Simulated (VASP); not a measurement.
# CuI (P-3m1) in VASP: vibrations by perturbation theory with LDA

Aim: the vibrations by perturbation theory of CuI with LDA.

All numbers are computed with VASP 6.6.1; they aren't measurements. Logs are shortened: lines on timing, memory, paths and dates and some standing lists are left out, and cuts for length are marked.

## 1. The cell of the first run

Symmetry: P-3m1, No. 164, trigonal system. Conventional cell: a = 4.129 Å, b = 4.129 Å, c = 7.478 Å, α = 90.00°, β = 90.00°, γ = 120.00°. Within 3.4 Å of Cu (site symmetry 3m) lie 4 I at 2.58 to 2.68 Å and 3 Cu at 2.74 Å. Within 3.4 Å of I (site symmetry 3m) lie 4 Cu at 2.58 to 2.68 Å.

## 2. Vibrations by perturbation theory, LDA

INCAR reads:

```
SYSTEM = CuI
PREC     = Accurate       ! precision mode
ENCUT    = 520            ! plane-wave cutoff, eV
EDIFF    = 1E-8           ! SCF threshold, eV
ISMEAR   = 0              ! smearing method
SIGMA    = 0.01           ! smearing width, eV
LREAL    = .FALSE.        ! projectors in reciprocal space
LASPH    = .TRUE.         ! aspherical terms in the spheres
NELM     = 100            ! most SCF steps
ALGO     = Normal         ! electronic algorithm
ISIF     = 2              ! what is computed and relaxed
LWAVE    = .FALSE.        ! write WAVECAR
LCHARG   = .TRUE.         ! write CHGCAR
GGA      = CA             ! functional
NBANDS   = 26             ! bands
IBRION   = 8              ! ionic algorithm
NSW      = 1              ! ionic steps
```

KPOINTS reads:

```
Automatic mesh
0
G
  6 6 4
  0 0 0
```

POSCAR reads:

```
CuI
1.0
    4.1286180000      0.0000000000      0.0000000000
   -2.0643090000      3.5754880000      0.0000000000
    0.0000000000      0.0000000000      7.4781060000
Cu I
2 2
Direct
    0.6666666667      0.3333333333      0.5899520000
    0.3333333333      0.6666666667      0.4100480000
    0.3333333333      0.6666666667      0.7547480000
    0.6666666667      0.3333333333      0.2452520000
```

Potentials or basis: VASP PAW LDA potentials, release 64 (Cu, I).

The run is started by

```sh
cat potpaw_LDA.64/Cu/POTCAR potpaw_LDA.64/I/POTCAR > POTCAR
mpirun -np 1 vasp_std > vasp.out
```

OUTCAR:

```text
SYSTEM = CuI
   PREC = Accurate
   ENCUT = 520
   EDIFF = 1E-8
   ISMEAR = 0
   LREAL = .FALSE.
   LASPH = .TRUE.
   NELM = 100
   ISIF = 2
   GGA = CA
   IBRION = 8
   NSW = 1

 ion  position               nearest neighbor table
   1  0.667  0.333  0.590-   4 2.58   3 2.68   3 2.68   3 2.68   2 2.74   2 2.74   2 2.74
   2  0.333  0.667  0.410-   3 2.58   4 2.68   4 2.68   4 2.68   1 2.74   1 2.74   1 2.74
   3  0.333  0.667  0.755-   2 2.58   1 2.68   1 2.68   1 2.68
   4  0.667  0.333  0.245-   1 2.58   2 2.68   2 2.68   2 2.68

  LATTYP: Found a hexagonal cell.
 ALAT       =     4.1286180000
 C/A-ratio  =     1.8112855198

  Lattice vectors:

 A1 = (   4.1286180000,   0.0000000000,   0.0000000000)
 A2 = (  -2.0643090000,   3.5754880000,   0.0000000000)
 A3 = (   0.0000000000,   0.0000000000,   7.4781060000)

Analysis of symmetry for initial positions (statically):
=====================================================================
 Subroutine PRICEL returns:
 Original cell was already a primitive cell.

 Routine SETGRP: Setting up the symmetry group for a
 hexagonal supercell.

 Subroutine GETGRP returns: Found 12 space group operations
 (whereof 12 operations were pure point group operations)
 out of a pool of 24 trial point group operations.

The static configuration has the point symmetry D_3d.

Analysis of symmetry for dynamics (positions and initial velocities):
=====================================================================
 Subroutine PRICEL returns:
 Original cell was already a primitive cell.

 Routine SETGRP: Setting up the symmetry group for a
 hexagonal supercell.

 Subroutine GETGRP returns: Found 12 space group operations
 (whereof 12 operations were pure point group operations)
 out of a pool of 24 trial point group operations.

The dynamic configuration has the point symmetry D_3d.

 Subroutine INISYM returns: Found 12 space group operations
 (whereof 12 operations are pure point group operations),
 and found     1 'primitive' translations

----------------------------------------------------------------------------------------

                                     Primitive cell

  volume of cell :     110.3905

  direct lattice vectors                    reciprocal lattice vectors
     4.128618000  0.000000000  0.000000000     0.242211801  0.139841051  0.000000000
    -2.064309000  3.575488000  0.000000000     0.000000000  0.279682102  0.000000000
     0.000000000  0.000000000  7.478106000     0.000000000  0.000000000  0.133723700

  length of vectors
     4.128618000  4.128617939  7.478106000     0.279682098  0.279682102  0.133723700

  position of ions in fractional coordinates (direct lattice)
     0.666666667  0.333333333  0.589952000
     0.333333333  0.666666667  0.410048000
     0.333333333  0.666666667  0.754748000
     0.666666667  0.333333333  0.245252000

  ion indices of the primitive-cell ions
   primitive index   ion index
                 1           1
                 2           2
                 3           3
                 4           4

----------------------------------------------------------------------------------------

 KPOINTS: Automatic mesh

Automatic generation of k-mesh.
 Grid dimensions read from file:
 generate k-points for:    6    6    4

 Generating k-lattice:

  Cartesian coordinates                     Fractional coordinates (reciprocal lattice)
     0.040368633  0.023306842  0.000000000     0.166666667  0.000000000  0.000000000
     0.000000000  0.046613684  0.000000000     0.000000000  0.166666667  0.000000000
[... 80 lines left out ...]
  Thomas-Fermi vector in A             =   2.263531
   LORBIT       =      0    0 simple, 1 ext, 2 COOP (PROOUT), +10 PAW based schemes
   GGA     = CA    functional components
   LHFCALC =     F    Hartree Fock is set to
   AEXX    =    0.0000 exact exchange contribution
   IVDW    =     0    specifies the selected vdW correction
   LEPSILON=     F    determine dielectric tensor
   LRPA    =     F    only Hartree local field effects (RPA)
 non-spin polarized calculation
 Gauss-broadening in eV      SIGMA  =   0.01
  energy-cutoff  :      520.00
  volume of cell :      110.39
 maximum number of plane-waves:      2998
 NGX is ok and might be reduce to    32
   NGX = 15   NGY = 15   NGZ = 27

--------------------------------------- Ionic step        1  -------------------------------------------

 number of electron      36.0000025 magnetization

 Free energy of the ion-electron system (eV)
  ---------------------------------------------------
  ext. energy  EPLUGINS =         0.00000000
  ---------------------------------------------------
  free energy    TOTEN  =       -13.88922153 eV

  energy without entropy =      -13.88922153  energy(sigma->0) =      -13.88922153

 E-fermi :   4.0485     XC(G=0):  -9.3026

 val. band max:        3.9605563567   @ k =   0.0000   0.0000   0.0000
 cond. band min:       5.4687476812   @ k =   0.0000   0.0000   0.0000
 fundamental gap:      1.5081913245
 Fermi energy:         4.0485160122

 k-point     1 :       0.0000    0.0000    0.0000
  band No.  band energies     occupation
      1      -9.7575      2.00000
      2      -9.2637      2.00000
      3      -1.6683      2.00000
      4       0.1892      2.00000
      5       0.6090      2.00000
      6       0.6090      2.00000
[... 685 lines left out ...]
     25      12.1866      0.00000
     26      12.2601      0.00000

------------------------ aborting loop because EDIFF is reached ----------------------------------------

  FORCE on cell =-STRESS in cart. coord.  units (eV):
  Direction    XX          YY          ZZ          XY          YZ          ZX
  --------------------------------------------------------------------------------------
  -------------------------------------------------------------------------------------
  Total       -2.3340904     -2.3340903     -2.5406613      0.0000000      0.0000000     -0.0000000
  in kB      -33.8763500    -33.8763487    -36.8744632      0.0000000      0.0000000     -0.0000000
  external PRESSURE =     -34.8757206 kB  Pullay stress =       0.0000000 kB

 VOLUME and BASIS-vectors are now :
 -----------------------------------------------------------------------------
  energy-cutoff  :      520.00
  volume of cell :      110.39
      direct lattice vectors                 reciprocal lattice vectors
     4.128618000  0.000000000  0.000000000     0.242211801  0.139841051  0.000000000
    -2.064309000  3.575488000  0.000000000     0.000000000  0.279682102  0.000000000
     0.000000000  0.000000000  7.478106000     0.000000000  0.000000000  0.133723700

 POSITION                                       TOTAL-FORCE (eV/Angst)
 -----------------------------------------------------------------------------------
      2.06431      1.19183      4.41172        -0.000000      0.000000     -0.030604
     -0.00000      2.38366      3.06638         0.000000      0.000000      0.030604
     -0.00000      2.38366      5.64409         0.000000      0.000000     -0.461674
      2.06431      1.19183      1.83402        -0.000000     -0.000000      0.461674
 -----------------------------------------------------------------------------------
    total drift:                               -0.000000      0.000000      0.000000

  FREE ENERGIE OF THE ION-ELECTRON SYSTEM (eV)
  ---------------------------------------------------
  free  energy   TOTEN  =       -13.8892215338 eV

  energy  without entropy=      -13.8892215338  energy(sigma->0) =      -13.88922153

[... ionic steps 2 to 9 ...]

--------------------------------------- Ionic step       10  -------------------------------------------

------------------------ aborting loop because EDIFF is reached ----------------------------------------

[... ionic steps 11 to 11 ...]

--------------------------------------- Ionic step       12  -------------------------------------------

 Free energy of the ion-electron system (eV)
  ---------------------------------------------------
  ---------------------------------------------------
  free energy    TOTEN  =        -0.10169558 eV

  energy without entropy =       -0.10169558

------------------------ aborting loop because EDIFF is reached ----------------------------------------

 INTERNAL STRAIN TENSOR  FOR ION    3  DIRECTION 3   (eV/Angst):
 -----------------------------------------------------------------------------
    -4.04993 -0.00000  0.00000
    -0.00000 -4.04993 -0.00000
    -0.00000  0.00000-15.80693

 INTERNAL STRAIN TENSOR FOR ION    4 for displacements in x,y,z  (eV/Angst):
          X           Y           Z          XY          YZ          ZX
  --------------------------------------------------------------------------------
  x     0.00000     0.00000     0.00000     1.52761     0.00000     2.60770
  y     1.52761    -1.52761     0.00000     0.00000     1.74742     0.00000
  z     4.04993     4.04993    15.80693     0.00000     0.00000     0.00000

 SECOND DERIVATIVES (NOT SYMMETRIZED)
 ------------------------------------
               1X          1Y          1Z          2X          2Y          2Z          3X          3Y          3Z          4X          4Y          4Z
  1X    -1.249961    0.000000    0.000000    0.457096    0.000000    0.000000    1.114462    0.000000    0.000000   -0.321596    0.000000    0.000000
  1Y     0.000000   -1.249961    0.000000    0.000000    0.457096    0.000000    0.000000    1.114462    0.000000    0.000000   -0.321596    0.000000
  1Z     0.000000    0.000000   -3.523024    0.000000   -0.000000   -0.344649    0.000000   -0.000000    0.990384    0.000000    0.000000    2.877289
  2X     0.457096    0.000000    0.000000   -1.249961    0.000000    0.000000   -0.321596    0.000000    0.000000    1.114462    0.000000    0.000000
  2Y     0.000000    0.457096    0.000000    0.000000   -1.249961    0.000000    0.000000   -0.321596    0.000000    0.000000    1.114462    0.000000
  2Z     0.000000   -0.000000   -0.344649    0.000000    0.000000   -3.523024    0.000000    0.000000    2.877289    0.000000   -0.000000    0.990384
  3X     1.088853    0.000000    0.000000   -0.352075    0.000000    0.000000   -1.258838    0.000000    0.000000    0.522060    0.000000    0.000000
  3Y     0.000000    1.088853    0.000000    0.000000   -0.352075    0.000000    0.000000   -1.258838    0.000000    0.000000    0.522060    0.000000
  3Z     0.000000    0.000000    0.960036    0.000000    0.000000    2.851405    0.000000   -0.000000   -5.607559    0.000000    0.000000    1.796118
  4X    -0.352075    0.000000    0.000000    1.088853    0.000000    0.000000    0.522060    0.000000    0.000000   -1.258838    0.000000    0.000000
  4Y     0.000000   -0.352075    0.000000    0.000000    1.088853    0.000000    0.000000    0.522060    0.000000    0.000000   -1.258838    0.000000
  4Z     0.000000    0.000000    2.851405    0.000000    0.000000    0.960036    0.000000    0.000000    1.796118    0.000000   -0.000000   -5.607559

 Eigenvectors and eigenvalues of the dynamical matrix
 ----------------------------------------------------

   1 f  =    4.713364 THz    29.614937 2PiTHz  157.220888 cm-1    19.492897 meV
             X         Y         Z           dx          dy          dz
      2.064309  1.191829  4.411724    -0.000000    0.000000   -0.578611
     -0.000000  2.383659  3.066382     0.000000   -0.000000   -0.578611
     -0.000000  2.383659  5.644086     0.000000   -0.000000    0.406459
      2.064309  1.191829  1.834020    -0.000000    0.000000    0.406459
[... 71 lines left out ...]
  12 f/i=    0.036101 THz     0.226831 2PiTHz    1.204210 cm-1     0.149303 meV
             X         Y         Z           dx          dy          dz
      2.064309  1.191829  4.411724     0.398535    0.000002    0.000000
     -0.000000  2.383659  3.066382     0.398535    0.000002    0.000000
     -0.000000  2.383659  5.644086     0.584097    0.000002    0.000000
      2.064309  1.191829  1.834020     0.584097    0.000002    0.000000

--------------------------------------------------------------------------------------------------------

 ELASTIC MODULI CONTR FROM IONIC RELAXATION (kBar)
 Direction    XX          YY          ZZ          XY          YZ          ZX
 --------------------------------------------------------------------------------
 XX        -127.9475    -49.0496   -225.2527     -0.0000    -40.5984      0.0000
 YY         -49.0496   -127.9475   -225.2527      0.0000     40.5984     -0.0000
 ZZ        -225.2527   -225.2527  -1006.9983     -0.0000     -0.0000     -0.0000
 XY          -0.0000      0.0000     -0.0000    -39.4489     -0.0000    -69.2524
 YZ         -40.5984     40.5984     -0.0000     -0.0000    -55.7654     -0.0000
 ZX           0.0000     -0.0000     -0.0000    -69.2524     -0.0000   -124.0645
 --------------------------------------------------------------------------------
```

It took 9 min on 1 thread of Intel Xeon Platinum 8488C (Sapphire Rapids), shared host; peak memory 0.6 GiB.

What came out:

```yaml
Highest_phonon_frequency_at_Γ_LO-TO_splitting_left_out: 157 cm⁻¹
```

Phonon frequencies in cm⁻¹ (negative: imaginary):
| q point | frequencies |
| --- | --- |
| (0.000, 0.000, 0.000) | -1 -1 -1 29 29 71 71 94 101 101 143 157 |

Caveat: the cell stands under pressure or tension, which shifts response properties; spin-orbit coupling is left out, which moves the levels of the heavy elements.
